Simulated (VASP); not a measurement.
# Si63S (a cell with a defect) in VASP: notebook

The runs below take Si63S (a cell with a defect) through single point, with PBEsol, HSE06.

All numbers are computed with VASP 6.6.1; they aren't measurements. Logs are shortened: lines on timing, memory, paths and dates and some standing lists are left out, and cuts for length are marked.

## Step 1: The cell of the first run

The cell holds a defect, 64 atoms: a = 10.866 Å, b = 10.866 Å, c = 10.866 Å, α = 90.00°, β = 90.00°, γ = 90.00°.

## Step 2: Single point, PBEsol

INCAR reads:

```
  PREC = Accurate
  ENCUT = 400
  EDIFF = 1E-6
  ISMEAR = -1
  SIGMA = 0.05
  LREAL = Auto
  LASPH = T
  NELM = 120
  ALGO = Normal
  ISIF = 2
  LWAVE = F
  LCHARG = F
  GGA = PS
  ISYM = -1
  NBANDS = 167
  GGA_COMPAT = F
```

KPOINTS reads:

```
explicit points
1
Reciprocal
  0.25000000   0.25000000   0.25000000 1
```

POSCAR reads:

```
Si63S
1.0
   10.8655790000      0.0000000000      0.0000000000
    0.0000000000     10.8655790000      0.0000000000
    0.0000000000      0.0000000000     10.8655790000
Si S
63 1
Direct
    0.0000050000      0.9997140000      0.9999680000
    0.9976930000      0.9972750000      0.4978990000
    0.9977110000      0.4976050000      0.9975540000
    0.0012280000      0.5004050000      0.5006740000
    0.4979200000      0.9972840000      0.9975680000
    0.5006480000      0.0010100000      0.5007080000
    0.5006500000      0.5004120000      0.0013010000
    0.1254080000      0.1251190000      0.1254520000
    0.1241880000      0.1239220000      0.6240140000
    0.1241810000      0.6237500000      0.1241740000
    0.1261880000      0.6260870000      0.6263760000
    0.6240570000      0.1237810000      0.1240540000
    0.6263390000      0.1260210000      0.6263590000
    0.6263270000      0.6260800000      0.1262990000
    0.6234670000      0.6233880000      0.6237070000
    0.2503380000      0.2500180000      0.9997390000
    0.2501380000      0.2498330000      0.4997370000
    0.2491560000      0.7495550000      0.0004740000
    0.2498320000      0.7520320000      0.5015450000
    0.7498200000      0.2489200000      0.0004110000
    0.7524160000      0.2494780000      0.5014580000
    0.7501610000      0.7498230000      0.9992530000
    0.7479530000      0.7476740000      0.4968770000
    0.3753330000      0.3750630000      0.1254760000
    0.3702290000      0.3702570000      0.6352060000
    0.3746060000      0.8740630000      0.1255200000
    0.3748950000      0.8767420000      0.6255730000
    0.8744400000      0.3743320000      0.1254070000
    0.8769430000      0.3746800000      0.6255250000
    0.8750940000      0.8748850000      0.1249990000
    0.8730280000      0.8727530000      0.6253270000
    0.2503480000      0.9993970000      0.2503220000
    0.2491130000      0.0002280000      0.7498870000
    0.2500900000      0.4994860000      0.2501350000
    0.2498290000      0.5012410000      0.7523050000
    0.7498030000      0.0001410000      0.2492120000
    0.7501210000      0.9989440000      0.7501110000
    0.7523340000      0.5011660000      0.2498190000
    0.7479810000      0.4965930000      0.7479980000
    0.3753710000      0.1251740000      0.3753000000
    0.3746090000      0.1252590000      0.8743640000
    0.3702010000      0.6349630000      0.3705350000
    0.3749490000      0.6252590000      0.8769680000
    0.8745040000      0.1251340000      0.3745500000
    0.8750790000      0.1247110000      0.8751220000
    0.8769260000      0.6252430000      0.3749460000
    0.8730700000      0.6250540000      0.8730430000
    0.9996910000      0.2500990000      0.2503050000
    0.0004190000      0.2488490000      0.7498310000
    0.0004120000      0.7495560000      0.2491180000
    0.9991790000      0.7498840000      0.7501440000
    0.4998060000      0.2496650000      0.2499140000
    0.5013970000      0.2497370000      0.7521420000
    0.5013910000      0.7518760000      0.2500150000
    0.4968350000      0.7478460000      0.7480890000
    0.1254340000      0.3750620000      0.3753550000
    0.1255400000      0.3742230000      0.8743640000
    0.1255100000      0.8740680000      0.3745390000
    0.1250030000      0.8748130000      0.8751260000
    0.6357920000      0.3694510000      0.3698040000
    0.6254670000      0.3747010000      0.8769220000
    0.6254630000      0.8766320000      0.3749920000
    0.6254040000      0.8727600000      0.8730730000
    0.4975430000      0.4975640000      0.4978620000
```

Potentials or basis: VASP PAW PBE potentials, release 64 (Si, S).

The run is started by

```sh
$ cat potpaw_PBE.64/Si/POTCAR potpaw_PBE.64/S/POTCAR > POTCAR
$ mpirun -np 1 vasp_std > vasp.out
```

OUTCAR:

```text
PREC = Accurate
   ENCUT = 400
   EDIFF = 1E-6
   ISMEAR = -1
   LREAL = Auto
   LASPH = T
   NELM = 120
   ISIF = 2
   GGA = PS
   ISYM = -1

 ion  position               nearest neighbor table
   1  0.000  1.000  1.000-  59 2.35  45 2.35  30 2.35   8 2.36
   2  0.998  0.997  0.498-  58 2.35  44 2.35  31 2.36   9 2.38
   3  0.998  0.498  0.998-  28 2.35  57 2.35  47 2.36  10 2.38
   4  0.001  0.500  0.501-  29 2.35  56 2.35  46 2.35  11 2.36
   5  0.498  0.997  0.998-  26 2.35  41 2.35  63 2.36  12 2.38
   6  0.501  0.001  0.501-  40 2.35  27 2.35  62 2.35  13 2.36
[... 56 lines left out ...]
  63  0.625  0.873  0.873-  37 2.35  22 2.35   5 2.36  55 2.37
  64  0.498  0.498  0.498-  15 2.37  25 2.46  42 2.46  60 2.48

IMPORTANT INFORMATION: All symmetrisations will be switched off!
NOSYMM: (Re-)initialisation of all symmetry stuff for point group C_1.

----------------------------------------------------------------------------------------

                                     Primitive cell

  volume of cell :    1282.7990

  direct lattice vectors                    reciprocal lattice vectors
    10.865579000  0.000000000  0.000000000     0.092033752  0.000000000  0.000000000
     0.000000000 10.865579000  0.000000000     0.000000000  0.092033752  0.000000000
     0.000000000  0.000000000 10.865579000     0.000000000  0.000000000  0.092033752

  length of vectors
    10.865579000 10.865579000 10.865579000     0.092033752  0.092033752  0.092033752

  position of ions in fractional coordinates (direct lattice)
     0.000005000  0.999714000  0.999968000
     0.997693000  0.997275000  0.497899000
     0.997711000  0.497605000  0.997554000
     0.001228000  0.500405000  0.500674000
     0.497920000  0.997284000  0.997568000
     0.500648000  0.001010000  0.500708000
[... 56 lines left out ...]
     0.625404000  0.872760000  0.873073000
     0.497543000  0.497564000  0.497862000

  ion indices of the primitive-cell ions
   primitive index   ion index
                 1           1
                 2           2
                 3           3
                 4           4
                 5           5
                 6           6
[... 56 lines left out ...]
                63          63
                64          64

----------------------------------------------------------------------------------------

 KPOINTS: explicit points

Read explicit list of k-points.

 Found      1 k-points:

 Following reciprocal coordinates:
            Coordinates               Weight
  0.250000  0.250000  0.250000      1.000000
   k-points           NKPTS =      1   k-points in BZ     NKDIM =      1   number of bands    NBANDS=    167
   number of dos      NEDOS =    301   number of ions     NIONS =     64
   total plane-waves  NPLWV = 373248
   dimension x,y,z NGX =    72 NGY =   72 NGZ =   72
   dimension x,y,z NGXF=   144 NGYF=  144 NGZF=  144
   ions per type =              63   1
   NGX,Y,Z   is equivalent  to a cutoff of  11.02, 11.02, 11.02 a.u.
   NGXF,Y,Z  is equivalent  to a cutoff of  22.03, 22.03, 22.03 a.u.
 SYSTEM =  unknown system
   PREC   = accura    normal or accurate (medium, high low for compatibility)
   ISTART =      0    job   : 0-new  1-cont  2-samecut
   ICHARG =      2    charge: 1-file 2-atom 10-const
   ISPIN  =      1    spin polarized calculation?
   LNONCOLLINEAR =      F non collinear calculations
   LSORBIT =      F    spin-orbit coupling
   LASPH  =      T    aspherical Exc in radial PAW
   ENCUT  =  400.0 eV  29.40 Ry    5.42 a.u.  17.72 17.72 17.72*2*pi/ulx,y,z
   NELM   =    120;   NELMIN=  2; NELMDL= -5     # of ELM steps
   EDIFF  = 0.1E-05   stopping-criterion for ELM
   LREAL  =      T    real-space projection
   EDIFFG = 0.1E-04   stopping-criterion for IOM
   NSW    =      0    number of steps for IOM
   IBRION =     -1    ionic relax: 0-MD 1-quasi-New 2-CG
   NFREE  =      0    steps in history (QN), initial steepest desc. (CG)
   ISIF   =      2    stress and relaxation
   ISYM   =     -1    0-nonsym 1-usesym 2-fastsym
   POTIM  = 0.5000    time-step for ionic-motion
   TEBEG  =    0.0;   TEEND  =   0.0 temperature during run
   PSTRESS=    0.0 pullay stress
   NELECT =     258.0000    total number of electrons
   NUPDOWN=      -1.0000    fix difference up-down
   EMIN   =  10.00;   EMAX   =-10.00  energy-range for DOS
   EFERMI =   0.00;   METHOD = LEGACY
   ISMEAR =    -1;   SIGMA  =   0.05  broadening in eV -4-tet -1-fermi 0-gaus
   EFERMI_NEDOS =   21; number of points for ismear=-14 and -15
   IALGO  =     38    algorithm
   IMIX   =      4    mixing-type and parameters
     AMIX     =   0.40;   BMIX     =  1.00
     AMIX_MAG =   1.60;   BMIX_MAG =  1.00
  volume/ion in A,a.u.               =      20.04       135.26
  Fermi-wavevector in a.u.,A,eV,Ry     =   0.959169  1.812567 12.517434  0.920005
  Thomas-Fermi vector in A             =   2.088341
   LORBIT       =      0    0 simple, 1 ext, 2 COOP (PROOUT), +10 PAW based schemes
   GGA     = PS    functional components
   LHFCALC =     F    Hartree Fock is set to
   AEXX    =    0.0000 exact exchange contribution
   IVDW    =     0    specifies the selected vdW correction
   LEPSILON=     F    determine dielectric tensor
   LRPA    =     F    only Hartree local field effects (RPA)
 non-spin polarized calculation
  energy-cutoff  :      400.00
  volume of cell :     1282.80
 maximum number of plane-waves:     23294
 NGX is ok and might be reduce to    70
   NGX = 35   NGY = 35   NGZ = 35

 number of electron     257.9999969 magnetization

 Free energy of the ion-electron system (eV)
  ---------------------------------------------------
  ext. energy  EPLUGINS =         0.00000000
  ---------------------------------------------------
  free energy    TOTEN  =      -365.43894892 eV

  energy without entropy =     -365.41659209  energy(sigma->0) =     -365.42777050

 E-fermi :   6.3165     XC(G=0):  -9.5586

 val. band max:        6.1256929091   @ k =   0.2500   0.2500   0.2500
 cond. band min:       6.5420640041   @ k =   0.2500   0.2500   0.2500
 fundamental gap:      0.4163710950
 Fermi energy:         6.3165192915

 k-point     1 :       0.2500    0.2500    0.2500
  band No.  band energies     occupation
      1      -8.6935      2.00000
      2      -5.9429      2.00000
      3      -5.4785      2.00000
      4      -5.4784      2.00000
      5      -5.3131      2.00000
      6      -4.9661      2.00000
[... 133 lines left out ...]
    140       7.6118      0.00000
    141       7.6336      0.00000
 [bands above 141 left out]

------------------------ aborting loop because EDIFF is reached ----------------------------------------

  FORCE on cell =-STRESS in cart. coord.  units (eV):
  Direction    XX          YY          ZZ          XY          YZ          ZX
  --------------------------------------------------------------------------------------
  -------------------------------------------------------------------------------------
  Total       -0.4099969     -0.4183040     -0.4235142    -12.4674387    -12.3505746    -12.4558136
  in kB       -0.5120738     -0.5224491     -0.5289564    -15.5714552    -15.4254956    -15.5569359
  external PRESSURE =      -0.5211598 kB  Pullay stress =       0.0000000 kB

 VOLUME and BASIS-vectors are now :
 -----------------------------------------------------------------------------
  energy-cutoff  :      400.00
  volume of cell :     1282.80
      direct lattice vectors                 reciprocal lattice vectors
    10.865579000  0.000000000  0.000000000     0.092033752  0.000000000  0.000000000
     0.000000000 10.865579000  0.000000000     0.000000000  0.092033752  0.000000000
     0.000000000  0.000000000 10.865579000     0.000000000  0.000000000  0.092033752

 POSITION                                       TOTAL-FORCE (eV/Angst)
 -----------------------------------------------------------------------------------
      0.00005     10.86247     10.86523         0.001686      0.005122      0.006777
     10.84051     10.83597      5.40996         0.005281      0.005301      0.002299
     10.84071      5.40677     10.83900         0.004213      0.002719      0.005232
      0.01334      5.43719      5.44011        -0.001172     -0.003067     -0.002797
      5.41019     10.83607     10.83915         0.002011      0.004904      0.004958
      5.43983      0.01097      5.44048        -0.001056     -0.004231     -0.003238
[... 56 lines left out ...]
      6.79538      9.48304      9.48644        -0.002540      0.000473      0.000268
      5.40609      5.40632      5.40956         0.021923      0.006108      0.007254
 -----------------------------------------------------------------------------------
    total drift:                               -0.006739     -0.001869     -0.003352

  FREE ENERGIE OF THE ION-ELECTRON SYSTEM (eV)
  ---------------------------------------------------
  free  energy   TOTEN  =      -365.4389489231 eV

  energy  without entropy=     -365.4165920858  energy(sigma->0) =     -365.42777050
```

It took 3.5 min on 1 thread of Intel Xeon 6975P-C (Granite Rapids), shared host; peak memory 0.75 GiB.

What came out:

* Free energy: -365.4389 eV
* Pressure: -0.1 GPa
* Largest force: 0.032 eV/Å

Forces on the atoms (eV/Å):
```
Si   0.002  0.005  0.007
Si   0.005  0.005  0.002
Si   0.004  0.003  0.005
Si  -0.001 -0.003 -0.003
Si   0.002  0.005  0.005
Si  -0.001 -0.004 -0.003
Si  -0.001 -0.003 -0.006
Si   0.002  0.001 -0.001
Si  -0.002 -0.003 -0.002
Si  -0.002 -0.003 -0.001
Si   0.001 -0.003 -0.004
Si  -0.001  0.000  0.000
Si  -0.004  0.001 -0.006
Si  -0.004 -0.006  0.003
Si  -0.001 -0.007 -0.008
Si   0.002  0.000  0.003
Si  -0.002  0.001 -0.004
Si  -0.004  0.002  0.000
Si  -0.001 -0.001  0.010
Si   0.002 -0.007  0.001
Si   0.000 -0.002  0.011
Si  -0.005 -0.003  0.004
Si  -0.002  0.000 -0.001
Si   0.005  0.004 -0.001
Si  -0.004 -0.009 -0.017
Si  -0.003  0.004  0.000
Si   0.002  0.006 -0.004
Si   0.003 -0.005  0.000
Si   0.005  0.000 -0.004
Si   0.003  0.000  0.001
Si   0.001  0.002 -0.004
Si   0.000  0.003  0.001
Si  -0.004  0.001  0.001
Si  -0.001 -0.004  0.000
Si   0.000  0.009 -0.001
Si   0.003  0.002 -0.008
Si  -0.004  0.007 -0.003
Si   0.002  0.011 -0.004
Si  -0.003 -0.001 -0.001
Si   0.004 -0.001  0.005
Si  -0.004  0.001  0.002
Si  -0.003 -0.018 -0.010
Si   0.000 -0.003  0.007
Si   0.000  0.001 -0.004
Si   0.004  0.001  0.000
Si   0.005 -0.004  0.000
Si   0.000 -0.003  0.002
Si   0.003 -0.004  0.000
Si   0.001 -0.002  0.001
Si   0.001  0.002 -0.002
Si   0.005 -0.004 -0.003
Si  -0.006 -0.001  0.001
Si   0.009 -0.001  0.002
Si   0.009  0.000 -0.001
Si  -0.004 -0.003 -0.001
Si  -0.001  0.004  0.004
Si  -0.001 -0.003  0.004
Si   0.001  0.003 -0.003
Si  -0.001  0.005  0.002
Si  -0.031  0.007  0.006
Si  -0.003  0.000  0.007
Si  -0.003  0.007  0.001
Si  -0.003  0.000  0.000
S    0.022  0.006  0.007
```

Caveat: the PAW data sets were made with another functional, which shifts forces and pressure a little.

(Part 1 of 4 ends here.)
